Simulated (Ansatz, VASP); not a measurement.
**Two plane-wave programs on Al**

```
Al
1.0
     2.77195    0.00000    0.00000
    -1.38598    2.40058    0.00000
     0.00000    0.00000    4.45927
Al
2
Direct
  0.33333 0.66667 0.25000
  0.66667 0.33333 0.75000
```

Alike in both runs: task single point; functional revPBE; k mesh 14 × 14 × 8; occupations fermi-dirac, width 0.1 eV; no spin polarisation.

|  | VASP | Ansatz |
| --- | --- | --- |
| version | VASP 6.6.1 | Ansatz 0.2.0 |
| potentials or method | VASP PAW PBE potentials, release 64 (Al), cutoff 520 eV | plane waves (420 eV) with PAW, scalar-relativistic |
| valence electrons in the cell | 6 | 6 |

|  | VASP | Ansatz | Ansatz less VASP |
| --- | --- | --- | --- |
| pressure (GPa) | 12.3 | 12.5 | +0.22 |
| traceless stress, the component that is largest in VASP (GPa) | 1.96 | 1.96 | +0.002 |

VASP's potentials were made for PBE, not for revPBE. With one functional, cell and mesh, what is left measures potentials, basis and numerics.
